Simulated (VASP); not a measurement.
# S (P6_3/mmc) in VASP: a series of runs

Runs on S. Level: r2SCAN. Tasks: single point, relaxation of cell and atoms.

Program: VASP 6.6.1. These are calculated values, not measurements. Logs are shortened: lines on timing, memory, paths and dates and some standing lists are left out, and cuts for length are marked.

## (1) The cell of the first run

The structure is hexagonal, space group P6_3/mmc (No. 194). Conventional cell: a = 4.016 Å, b = 4.016 Å, c = 6.656 Å, α = 90.00°, β = 90.00°, γ = 120.00°. Within 3.1 Å of S (site symmetry -6m2) lie 3 S at 2.32 Å. S (site symmetry -6m2) has 3 S at 2.32 Å within 3.1 Å.

## (2) Single point, r2SCAN

The input, POSCAR:

```
S
1.0
    4.0164584861      0.0000000000      0.0000000000
   -2.0082292431      3.4783550822      0.0000000000
    0.0000000000      0.0000000000      6.6556580300
S
4
Direct
    0.0000000000      0.0000000000      0.2500000000
    0.0000000000      0.0000000000      0.7500000000
    0.3333333333      0.6666666667      0.7500000000
    0.6666666667      0.3333333333      0.2500000000
```

The input, INCAR.step1:

```
SYSTEM = S
  PREC = Accurate
  ENCUT = 520
  ISMEAR = 0
  SIGMA = 0.1
  LREAL = .FALSE.
  LASPH = .TRUE.
  NELM = 100
  NBANDS = 20
  GGA = PE
  ALGO = Normal
  EDIFF = 1E-4
  LWAVE = .TRUE.
  LCHARG = .FALSE.
```

The input, INCAR.step2:

```
SYSTEM = S
  PREC = Accurate
  ENCUT = 520
  EDIFF = 1E-7
  ISMEAR = 0
  SIGMA = 0.1
  LREAL = .FALSE.
  LASPH = .TRUE.
  NELM = 100
  ALGO = Normal
  ISIF = 2
  LWAVE = .FALSE.
  LCHARG = .TRUE.
  METAGGA = R2SCAN
  LMIXTAU = .TRUE.
  LELF = .TRUE.
  LVHAR = .TRUE.
  NBANDS = 20
  ISTART = 1
```

The input, KPOINTS:

```
regular mesh
0
G
  6 6 4
  0 0 0
```

Potentials or basis: VASP PAW PBE potentials, release 64 (S).

The run is started by

```console
$ cat potpaw_PBE.64/S/POTCAR > POTCAR
$ cp INCAR.step1 INCAR
$ mpirun -np 1 vasp_std > vasp.out
$ cp INCAR.step2 INCAR
$ mpirun -np 1 vasp_std > vasp.out
```

OUTCAR:

```text
SYSTEM = S
   PREC = Accurate
   ENCUT = 520
   EDIFF = 1E-7
   ISMEAR = 0
   LREAL = .FALSE.
   LASPH = .TRUE.
   NELM = 100
   ISIF = 2
   METAGGA = R2SCAN
   ISTART = 1

 ion  position               nearest neighbor table
   1  0.000  0.000  0.250-   4 2.32   4 2.32   4 2.32
   2  0.000  0.000  0.750-   3 2.32   3 2.32   3 2.32
   3  0.333  0.667  0.750-   2 2.32   2 2.32   2 2.32
   4  0.667  0.333  0.250-   1 2.32   1 2.32   1 2.32

  LATTYP: Found a hexagonal cell.
 ALAT       =     4.0164584861
 C/A-ratio  =     1.6570961839

  Lattice vectors:

 A1 = (   4.0164584861,   0.0000000000,   0.0000000000)
 A2 = (  -2.0082292431,   3.4783550822,   0.0000000000)
 A3 = (   0.0000000000,   0.0000000000,   6.6556580300)

Analysis of symmetry for initial positions (statically):
=====================================================================
 Subroutine PRICEL returns:
 Original cell was already a primitive cell.

 Routine SETGRP: Setting up the symmetry group for a
 hexagonal supercell.

 Subroutine GETGRP returns: Found 24 space group operations
 (whereof 12 operations were pure point group operations)
 out of a pool of 24 trial point group operations.

The static configuration has the point symmetry D_3d.
 The point group associated with its full space group is D_6h.

Analysis of symmetry for dynamics (positions and initial velocities):
=====================================================================
 Subroutine PRICEL returns:
 Original cell was already a primitive cell.

 Routine SETGRP: Setting up the symmetry group for a
 hexagonal supercell.

 Subroutine GETGRP returns: Found 24 space group operations
 (whereof 12 operations were pure point group operations)
 out of a pool of 24 trial point group operations.

The dynamic configuration has the point symmetry D_3d.
 The point group associated with its full space group is D_6h.

 Subroutine INISYM returns: Found 24 space group operations
 (whereof 12 operations are pure point group operations),
 and found     1 'primitive' translations

----------------------------------------------------------------------------------------

                                     Primitive cell

  volume of cell :      92.9840

  direct lattice vectors                    reciprocal lattice vectors
     4.016458486  0.000000000  0.000000000     0.248975560  0.143746106  0.000000000
    -2.008229243  3.478355082  0.000000000     0.000000000  0.287492213  0.000000000
     0.000000000  0.000000000  6.655658030     0.000000000  0.000000000  0.150248104

  length of vectors
     4.016458486  4.016458486  6.655658030     0.287492213  0.287492213  0.150248104

  position of ions in fractional coordinates (direct lattice)
     0.000000000  0.000000000  0.250000000
     0.000000000  0.000000000  0.750000000
     0.333333333  0.666666667  0.750000000
     0.666666667  0.333333333  0.250000000

  ion indices of the primitive-cell ions
   primitive index   ion index
                 1           1
                 2           2
                 3           3
                 4           4

----------------------------------------------------------------------------------------

 KPOINTS: regular mesh

Automatic generation of k-mesh.
 Grid dimensions read from file:
 generate k-points for:    6    6    4

 Generating k-lattice:

  Cartesian coordinates                     Fractional coordinates (reciprocal lattice)
     0.041495927  0.023957684  0.000000000     0.166666667 -0.000000000  0.000000000
     0.000000000  0.047915369  0.000000000     0.000000000  0.166666667  0.000000000
     0.000000000  0.000000000  0.037562026     0.000000000  0.000000000  0.250000000

  Length of vectors
     0.047915369  0.047915369  0.037562026

  Shift w.r.t. Gamma in fractional coordinates (k-lattice)
     0.000000000  0.000000000  0.000000000

 Subroutine IBZKPT returns following result:
 ===========================================

 Found     21 irreducible k-points:

 Following reciprocal coordinates:
            Coordinates               Weight
  0.000000  0.000000  0.000000      1.000000
  0.166667 -0.000000  0.000000      6.000000
  0.333333 -0.000000  0.000000      6.000000
  0.500000  0.000000  0.000000      3.000000
  0.166667  0.166667  0.000000      6.000000
  0.333333  0.166667  0.000000     12.000000
[... 13 lines left out ...]
  0.333333  0.166667  0.500000     12.000000
  0.333333  0.333333  0.500000      2.000000
   k-points           NKPTS =     21   k-points in BZ     NKDIM =     21   number of bands    NBANDS=     20
   number of dos      NEDOS =    301   number of ions     NIONS =      4
   total plane-waves  NPLWV =  45000
   dimension x,y,z NGX =    30 NGY =   30 NGZ =   50
   dimension x,y,z NGXF=    60 NGYF=   60 NGZF=  100
   ions per type =               4
   NGX,Y,Z   is equivalent  to a cutoff of  12.42, 12.42, 12.49 a.u.
   NGXF,Y,Z  is equivalent  to a cutoff of  24.83, 24.83, 24.98 a.u.
 SYSTEM =  S
   PREC   = accura    normal or accurate (medium, high low for compatibility)
   ISTART =      1    job   : 0-new  1-cont  2-samecut
   ICHARG =      0    charge: 1-file 2-atom 10-const
   ISPIN  =      1    spin polarized calculation?
   LNONCOLLINEAR =      F non collinear calculations
   LSORBIT =      F    spin-orbit coupling
   LASPH  =      T    aspherical Exc in radial PAW
   ENCUT  =  520.0 eV  38.22 Ry    6.18 a.u.   7.47  7.47 12.38*2*pi/ulx,y,z
   NELM   =    100;   NELMIN=  2; NELMDL=  0     # of ELM steps
   EDIFF  = 0.1E-06   stopping-criterion for ELM
   LREAL  =      F    real-space projection
   EDIFFG = 0.1E-05   stopping-criterion for IOM
   NSW    =      0    number of steps for IOM
   IBRION =     -1    ionic relax: 0-MD 1-quasi-New 2-CG
   NFREE  =      0    steps in history (QN), initial steepest desc. (CG)
   ISIF   =      2    stress and relaxation
   ISYM   =      2    0-nonsym 1-usesym 2-fastsym
   POTIM  = 0.5000    time-step for ionic-motion
   TEBEG  =    0.0;   TEEND  =   0.0 temperature during run
   PSTRESS=    0.0 pullay stress
   NELECT =      24.0000    total number of electrons
   NUPDOWN=      -1.0000    fix difference up-down
   EMIN   =  10.00;   EMAX   =-10.00  energy-range for DOS
   EFERMI =   0.00;   METHOD = LEGACY
   ISMEAR =     0;   SIGMA  =   0.10  broadening in eV -4-tet -1-fermi 0-gaus
   EFERMI_NEDOS =   21; number of points for ismear=-14 and -15
   IALGO  =     38    algorithm
   IMIX   =      4    mixing-type and parameters
     AMIX     =   0.40;   BMIX     =  1.00
     AMIX_MAG =   1.60;   BMIX_MAG =  1.00
  volume/ion in A,a.u.               =      23.25       156.87
  Fermi-wavevector in a.u.,A,eV,Ry     =   1.042339  1.969736 14.782343  1.086472
  Thomas-Fermi vector in A             =   2.177000
   LORBIT       =      0    0 simple, 1 ext, 2 COOP (PROOUT), +10 PAW based schemes
   METAGGA = R2SCAN    functional components
   LHFCALC =     F    Hartree Fock is set to
   AEXX    =    0.0000 exact exchange contribution
   IVDW    =     0    specifies the selected vdW correction
   LEPSILON=     F    determine dielectric tensor
   LRPA    =     F    only Hartree local field effects (RPA)
 non-spin polarized calculation
 Gauss-broadening in eV      SIGMA  =   0.10
  energy-cutoff  :      520.00
  volume of cell :       92.98
 maximum number of plane-waves:      2539
 NGX is ok and might be reduce to    30
   NGX = 15   NGY = 15   NGZ = 25

 number of electron      24.0000004 magnetization

 Free energy of the ion-electron system (eV)
  ---------------------------------------------------
  ext. energy  EPLUGINS =         0.00000000
  ---------------------------------------------------
  free energy    TOTEN  =       -28.46583220 eV

  energy without entropy =      -28.45212036  energy(sigma->0) =      -28.45897628

 E-fermi :   3.4772     XC(G=0):  -9.4030

 val. band max:        3.4046266081   @ k =   0.1667  -0.0000   0.0000
 cond. band min:       3.4873665157   @ k =   0.0000   0.0000   0.2500
 fundamental gap:      0.0827399076
 Fermi energy:         3.4772292050

 k-point     1 :       0.0000    0.0000    0.0000
  band No.  band energies     occupation
      1     -13.5839      2.00000
      2     -13.1322      2.00000
      3      -5.6573      2.00000
      4      -5.3857      2.00000
      5      -2.4536      2.00000
      6      -2.3638      2.00000
[... 12 lines left out ...]
     19      12.1672      0.00000
     20      12.1672      0.00000

 k-point     2 :       0.1667   -0.0000    0.0000
  band No.  band energies     occupation
      1     -13.3220      2.00000
      2     -12.8810      2.00000
      3      -6.9496      2.00000
      4      -6.6913      2.00000
      5      -2.6851      2.00000
      6      -2.4206      2.00000
[... 12 lines left out ...]
     19      11.8607      0.00000
     20      12.2921      0.00000

 k-point     3 :       0.3333   -0.0000    0.0000
  band No.  band energies     occupation
      1     -12.5863      2.00000
      2     -12.1896      2.00000
      3      -8.8499      2.00000
      4      -8.5910      2.00000
      5      -3.1648      2.00000
      6      -2.8259      2.00000
[... 12 lines left out ...]
     19      11.8050      0.00000
     20      12.3836      0.00000

 k-point     4 :       0.5000    0.0000    0.0000
  band No.  band energies     occupation
      1     -11.8675      2.00000
      2     -11.6208      2.00000
      3      -9.8159      2.00000
      4      -9.7779      2.00000
      5      -3.3612      2.00000
      6      -3.0025      2.00000
[... 360 lines left out ...]
 k-point    20 :       0.3333    0.1667    0.5000
  band No.  band energies     occupation
      1     -11.7638      2.00000
      2     -11.7638      2.00000
      3      -9.7432      2.00000
      4      -9.7432      2.00000
      5      -3.6350      2.00000
      6      -3.6350      2.00000
[... 12 lines left out ...]
     19      10.3712      0.00000
     20      10.3712      0.00000

 k-point    21 :       0.3333    0.3333    0.5000
  band No.  band energies     occupation
      1     -10.8313      2.00000
      2     -10.8313      2.00000
      3     -10.8211      2.00000
      4     -10.8211      2.00000
      5      -4.0457      2.00000
      6      -4.0457      2.00000
[... 12 lines left out ...]
     19       9.0444      0.00000
     20       9.0444      0.00000

------------------------ aborting loop because EDIFF is reached ----------------------------------------

  FORCE on cell =-STRESS in cart. coord.  units (eV):
  Direction    XX          YY          ZZ          XY          YZ          ZX
  --------------------------------------------------------------------------------------
  -------------------------------------------------------------------------------------
  Total       -0.3102801     -0.3102801      0.1914158      0.0000000      0.0000000      0.0000000
  in kB       -5.3463374     -5.3463374      3.2982250      0.0000000      0.0000000      0.0000000
  external PRESSURE =      -2.4648166 kB  Pullay stress =       0.0000000 kB

 VOLUME and BASIS-vectors are now :
 -----------------------------------------------------------------------------
  energy-cutoff  :      520.00
  volume of cell :       92.98
      direct lattice vectors                 reciprocal lattice vectors
     4.016458486  0.000000000  0.000000000     0.248975560  0.143746106  0.000000000
    -2.008229243  3.478355082  0.000000000     0.000000000  0.287492213  0.000000000
     0.000000000  0.000000000  6.655658030     0.000000000  0.000000000  0.150248104

 POSITION                                       TOTAL-FORCE (eV/Angst)
 -----------------------------------------------------------------------------------
      0.00000      0.00000      1.66391        -0.000000      0.000000      0.000000
      0.00000      0.00000      4.99174        -0.000000     -0.000000      0.000000
     -0.00000      2.31890      4.99174         0.000000     -0.000000      0.000000
      2.00823      1.15945      1.66391         0.000000      0.000000     -0.000000
 -----------------------------------------------------------------------------------
    total drift:                                0.000000     -0.000000     -0.000000

  FREE ENERGIE OF THE ION-ELECTRON SYSTEM (eV)
  ---------------------------------------------------
  free  energy   TOTEN  =       -28.4658322011 eV

  energy  without entropy=      -28.4521203633  energy(sigma->0) =      -28.45897628
```

It took 2.5 min on 1 thread of Intel Xeon Platinum 8375C at 2.90GHz (Ice Lake), shared host; peak memory 0.2 GiB.

Results:

| Item | Value |
| --- | --- |
| Free energy | -28.4658 eV |
| Pressure | -0.2 GPa |
| Band gap on the k mesh | zero (band 12 reaches 3.54 eV, above the bottom of band 13 at 3.14 eV) |

Levels at points of the mesh, in eV from the Fermi level:
| k point | band 9 | band 10 | band 11 | band 12 | band 13 | band 14 | band 15 | band 16 |
| --- | --- | --- | --- | --- | --- | --- | --- | --- |
| (0.00, 0.00, 0.00) | -5.67 | -3.08 | -0.16 | -0.16 | 0.05 | 0.05 | 0.38 | 1.52 |
| (0.50, 0.00, 0.00) | -3.38 | -3.06 | -1.44 | -0.68 | 2.48 | 2.53 | 3.62 | 3.77 |
| (0.00, 0.00, 0.50) | -4.69 | -4.69 | -0.07 | -0.07 | -0.07 | -0.07 | 0.88 | 0.88 |
| (0.50, 0.00, 0.50) | -3.07 | -3.07 | -1.55 | -1.55 | 2.52 | 2.52 | 3.69 | 3.69 |

Caveat: the PAW data sets were made with another functional, which shifts forces and pressure a little.

## (3) Relaxation of cell and atoms, r2SCAN

This run uses another cell than the first one, of 22.52 Å³/atom, 0.969 times its volume.

The input, POSCAR:

```
S
1.0
    4.0213571313      0.0000000000      0.0000000000
   -2.0106785657      3.4825974334      0.0000000000
    0.0000000000      0.0000000000      6.4321159115
S
4
Direct
    0.0000000000      0.0000000000      0.2500000000
    0.0000000000      0.0000000000      0.7500000000
    0.3333333333      0.6666666667      0.7500000000
    0.6666666667      0.3333333333      0.2500000000
```

The input, INCAR.step1:

```
PREC = Accurate
ENCUT = 600
ISMEAR = 0
SIGMA = 0.1
LREAL = F
LASPH = T
NELM = 100
GGA = PE
ALGO = Normal
EDIFF = 1E-4
LWAVE = T
LCHARG = F
```

The input, INCAR.step2:

```
PREC = Accurate
ENCUT = 600
EDIFF = 1E-6
ISMEAR = 0
SIGMA = 0.1
LREAL = F
LASPH = T
NELM = 100
ALGO = Normal
ISIF = 3
LWAVE = F
LCHARG = F
METAGGA = R2SCAN
LMIXTAU = T
IBRION = 2
NSW = 90
EDIFFG = -0.04
ISTART = 1
```

The input, KPOINTS:

```
regular mesh
0
Gamma
  6 6 4
```

Potentials or basis: VASP PAW PBE potentials, release 64 (S).

The run is started by

```console
$ cat potpaw_PBE.64/S/POTCAR > POTCAR
$ cp INCAR.step1 INCAR
$ mpirun -np 1 vasp_std > vasp.out
$ cp INCAR.step2 INCAR
$ mpirun -np 1 vasp_std > vasp.out
```

It took 5.7 min on 1 thread of Intel Xeon Platinum 8375C at 2.90GHz (Ice Lake), shared host; peak memory 0.24 GiB.

The run converged. Its results:

```yaml
Free_energy: -28.4683 eV
Relaxed_volume: 23.37 Å³/atom
Relaxed_cell: a = 4.012 Å, b = 4.012 Å, c = 6.706 Å, α = 90.00°, β = 90.00°, γ = 120.00°
Space_group_after_relaxing_to_0.05_Å: P6_3/mmc (No. 194)
Energy_gained_by_relaxing: 4.3 meV/atom
Ionic_steps: 5
Pressure_after_relaxing: -0.1 GPa
Band_gap_on_the_k_mesh: zero (band 12 reaches 3.50 eV, above the bottom of band 13 at 3.11 eV)
```

Stress tensor (GPa, compression positive):
```
-0.27  0.00  0.00
 0.00 -0.27  0.00
 0.00  0.00  0.26
```

The path:
```csv
step,energy change (eV),largest force (eV/Å),pressure (GPa),volume (Å³)
1,0.0000,0.0000,-0.07,90.08
2,-0.0066,0.0000,0.62,89.94
3,-0.0069,0.0000,0.81,89.90
4,-0.0124,0.0000,0.46,91.17
5,-0.0173,0.0000,-0.09,93.48
```

Final structure:
```cif
data_structure
_symmetry_space_group_name_H-M 'P 1'
_symmetry_Int_Tables_number 1
_cell_length_a 4.0119
_cell_length_b 4.0119
_cell_length_c 6.7064
_cell_angle_alpha 90.000
_cell_angle_beta 90.000
_cell_angle_gamma 120.000
_cell_volume 93.48
loop_
_atom_site_label
_atom_site_type_symbol
_atom_site_fract_x
_atom_site_fract_y
_atom_site_fract_z
_atom_site_occupancy
S1 S 0.00000 0.00000 0.25000 1
S2 S 0.00000 0.00000 0.75000 1
S3 S 0.33333 0.66667 0.75000 1
S4 S 0.66667 0.33333 0.25000 1
```

Levels at points of the mesh, in eV from the Fermi level:
```tsv
k point	band 9	band 10	band 11	band 12	band 13	band 14	band 15	band 16
(0.00, 0.00, 0.00)	-5.69	-3.14	-0.15	-0.15	0.05	0.05	0.43	1.51
(0.50, 0.00, 0.00)	-3.38	-3.06	-1.44	-0.74	2.51	2.56	3.65	3.79
(0.00, 0.00, 0.50)	-4.70	-4.70	-0.07	-0.07	-0.07	-0.07	0.90	0.90
(0.50, 0.00, 0.50)	-3.08	-3.08	-1.55	-1.55	2.55	2.55	3.72	3.72
```

Caveat: the PAW data sets were made with another functional, which shifts forces and pressure a little.

## (4) Single point, r2SCAN

This run uses another cell than the first one, of 29.86 Å³/atom, 1.285 times its volume.

The input, POSCAR:

```
S
1.0
    3.6996465595      0.0000000000      0.0000000000
   -1.8498232798      3.2039879056      0.0000000000
    0.0000000000      0.0000000000     10.0762731500
S
4
Direct
    0.0000000000      0.0000000000      0.2500000000
    0.0000000000      0.0000000000      0.7500000000
    0.3333333333      0.6666666667      0.7500000000
    0.6666666667      0.3333333333      0.2500000000
```

The input, INCAR.step1:

```
PREC = Accurate ; ENCUT = 520
ISMEAR = 0 ; SIGMA = 0.1
LREAL = F ; LASPH = T
NELM = 100 ; NBANDS = 20
GGA = PE ; ALGO = Normal
EDIFF = 1E-4 ; LWAVE = T
LCHARG = F
```

The input, INCAR.step2:

```
PREC = Accurate ; ENCUT = 520
EDIFF = 1E-7 ; ISMEAR = 0
SIGMA = 0.1 ; LREAL = F
LASPH = T ; NELM = 100
ALGO = Normal ; ISIF = 2
LWAVE = F ; LCHARG = F
METAGGA = R2SCAN ; LMIXTAU = T
NBANDS = 20 ; ISTART = 1
```

The input, KPOINTS:

```
regular mesh
0
Gamma
  6 6 2
```

The run is started by

```console
$ cat potpaw_PBE.64/S/POTCAR > POTCAR
$ cp INCAR.step1 INCAR
$ mpirun -np 1 vasp_std > vasp.out
$ cp INCAR.step2 INCAR
$ mpirun -np 1 vasp_std > vasp.out
```

Wall time 2.2 min (1 thread of Intel Xeon Platinum 8375C at 2.90GHz (Ice Lake), shared host); peak memory 0.25 GiB.

The run converged. Its results:

```
Free energy            : -27.6117 eV
Pressure               : 8.7 GPa
Band gap on the k mesh : zero (band 12 reaches 2.41 eV, above the bottom of band 13 at 1.47 eV)
```

Stress tensor (GPa, compression positive):
```
13.29  0.00  0.00
 0.00 13.29  0.00
 0.00  0.00 -0.39
```

Levels at points of the mesh, in eV from the Fermi level:
| k point | band 9 | band 10 | band 11 | band 12 | band 13 | band 14 | band 15 | band 16 |
| --- | --- | --- | --- | --- | --- | --- | --- | --- |
| (0.00, 0.00, 0.00) | -6.16 | -5.91 | -0.36 | -0.36 | -0.35 | -0.35 | 1.71 | 1.74 |
| (0.50, 0.00, 0.00) | -3.58 | -3.58 | -2.10 | -2.05 | 4.23 | 4.29 | 5.18 | 5.18 |
| (0.00, 0.00, 0.50) | -6.04 | -6.04 | -0.36 | -0.36 | -0.36 | -0.36 | 1.73 | 1.73 |
| (0.50, 0.00, 0.50) | -3.58 | -3.58 | -2.08 | -2.08 | 4.27 | 4.27 | 5.18 | 5.18 |

Caveat: the PAW data sets were made with another functional, which shifts forces and pressure a little.

## (5) The runs side by side

| task | cell | k mesh | cutoff (eV) | gap on the mesh (eV) | pressure (GPa) |
| --- | --- | --- | --- | --- | --- |
| single point | a = 4.016, b = 4.016, c = 6.656 Å, angles 90.0, 90.0, 120.0°, 4 atoms | 6 × 6 × 4 | 520 | none | -0.2 |
| relaxation of cell and atoms | relaxed from a = 4.021, b = 4.021, c = 6.432 Å, angles 90.0, 90.0, 120.0°, 4 atoms | 6 × 6 × 4 | 600 | none | -0.1 |
| single point | a = 3.700, b = 3.700, c = 10.076 Å, angles 90.0, 90.0, 120.0°, 4 atoms | 6 × 6 × 2 | 520 | none | 8.7 |

Alike in all rows: level r2SCAN; potentials or basis VASP PAW PBE potentials, release 64 (S); no spin polarisation; smearing gaussian 0.1 eV.

Caveats: the PAW data sets were made with another functional, which shifts forces and pressure a little.

Total energies depend on the potentials used, so only differences within one code and one set of settings carry meaning.
